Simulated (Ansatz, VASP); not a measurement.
# Two plane-wave programs on PbI2

```
Pb I
1.0
     4.56408    0.00000    0.00000
    -2.28204    3.95261    0.00000
     0.00000    0.00000    7.04751
Pb I
1 2
Direct
  0.00000 0.00000 0.00000
  0.33333 0.66667 0.26671
  0.66667 0.33333 0.73329
```

Alike in both runs: task single point; functional PBEsol; k mesh 8 × 8 × 1; no spin polarisation.

```csv
,VASP,Ansatz
version,VASP 6.6.1,Ansatz 0.2.0
potentials or method,"VASP PAW PBE potentials, release 64 (Pb_d, I)",plane waves
plane-wave cutoff (eV),500,420
occupations,"gaussian, width 0.01 eV",fixed
valence electrons in the cell,28,48
```

Ansatz gave:

```
gap on the k mesh at the Fermi level (eV)                     : 2.61
pressure (GPa)                                                : -0.9
traceless stress, the component that is largest in VASP (GPa) : -0.30
rms of the force components (eV/Å)                            : 0.014
```

**Question.** What did VASP give for the same quantities?

**Answer.** gap on the k mesh at the Fermi level (eV): 2.61; pressure (GPa): -0.9; traceless stress, the component that is largest in VASP (GPa): -0.30; rms of the force components (eV/Å): 0.013.

VASP's potentials were made for PBE, not for PBEsol. Atom by atom the forces differ by 0.001 eV/Å (rms over components). VASP's potentials hold 28 valence electrons a cell and Ansatz's 48, so a difference there can come from the potentials and not from the codes.

The k mesh is coarse, so the values compare programs but aren't converged. Neither program's run includes spin-orbit coupling.
